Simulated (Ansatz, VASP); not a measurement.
# Two plane-wave programs on ScAl7N8

```
Sc Al N
1.0
     3.16534   -0.00366    5.01375
     3.16534    0.00366   -5.01375
    -3.16534    5.48974   -0.00400
Sc Al N
1 7 8
Direct
  0.16359 0.17214 0.33573
  0.16923 0.17037 0.83400
  0.66520 0.66550 0.33070
  0.66363 0.66477 0.83400
  0.08421 0.58338 0.16322
  0.57984 0.07902 0.16322
  0.08174 0.58940 0.67114
  0.58730 0.08090 0.66820
  0.36913 0.96638 0.33552
  0.86090 0.47162 0.33252
  0.35861 0.97847 0.83250
  0.85403 0.47389 0.83250
  0.28062 0.40272 0.15604
  0.27815 0.40902 0.68717
  0.75333 0.87542 0.15604
  0.77848 0.88900 0.66748
```

Alike in both runs: functional PBEsol; k mesh 6 × 6 × 6; occupations gaussian, width 0.02 eV; no spin polarisation.

Ansatz relaxed the structure, and its values are those at the end. VASP's run is a single point on that final structure, the one shown.

```csv
,VASP,Ansatz
version,VASP 6.6.1,Ansatz 0.2.0
potentials or method,"VASP PAW PBE potentials, release 64 (Sc_sv, Al, N), cutoff 520 eV","scalar-relativistic, plane waves, PAW"
valence electrons in the cell,72,72
```

Ansatz gave:

| Quantity | Value |
| --- | --- |
| gap on the k mesh at the Fermi level (eV) | 3.92 |
| least direct gap on the mesh (eV) | 3.93 |
| pressure (GPa) | 0.0 |
| rms of the force components (eV/Å) | 0.001 |

Q: What did VASP give for the same quantities?

A: gap on the k mesh at the Fermi level (eV): 3.94; least direct gap on the mesh (eV): 3.95; pressure (GPa): 0.1; rms of the force components (eV/Å): 0.014.

VASP's potentials were made for PBE, not for PBEsol, and Ansatz warns of the same on its side. The functional is the same, so the differences come from potentials, cutoffs and numerics.
